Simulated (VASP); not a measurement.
Runs of VASP 6.6.1 on GaAs. The structure is that of space group F-43m (No. 216), or close to it. The cells are those of the table. 

```csv
task,level,potentials or basis,cell,k mesh,cutoff (eV),smearing,grid for exact exchange (PRECFOCK),gap on the mesh (eV),pressure (GPa)
single point,PBE0,"VASP PAW PBE potentials, release 64 (Ga_d, As)","a = 4.001 Å, angles 60.0°, 2 atoms",6 × 6 × 6,520,gaussian 0.01 eV,Normal,2.02,0.6
relaxation of cell and atoms,PBEsol,"VASP PAW PBE potentials, release 64 (Ga_d, As)","relaxed from a = 3.998 Å, angles 60.0°, 2 atoms",12 × 12 × 12,600,gaussian 0.02 eV,-,0.42,0.0
single point,PBEsol,"VASP PAW PBE potentials, release 64 (Ga_d, As)","a = 4.001 Å, angles 60.0°, 2 atoms",12 × 12 × 12,520,gaussian 0.02 eV,-,0.44,0.2
single point,PBEsol,"VASP PAW PBE potentials, release 64 (Ga_d, As)","a = 4.001 Å, angles 60.0°, 2 atoms",6 × 6 × 6,500,gaussian 0.02 eV,-,(b),0.2
single point,LDA,"VASP PAW LDA potentials, release 64 (Ga_d, As)","a = 4.001 Å, angles 60.0°, 2 atoms",12 × 12 × 12,520,gaussian 0.02 eV,-,(a),-1.8
```

Alike in all rows: no spin polarisation.

Task: Estimate the missing entries.

Result: (a) 0.31; (b) 0.43.

Caveats: the PAW data sets were made with another functional, which shifts forces and pressure a little (some runs).

A k mesh can miss the band edges, and the runs leave out spin-orbit coupling on As, Ga.
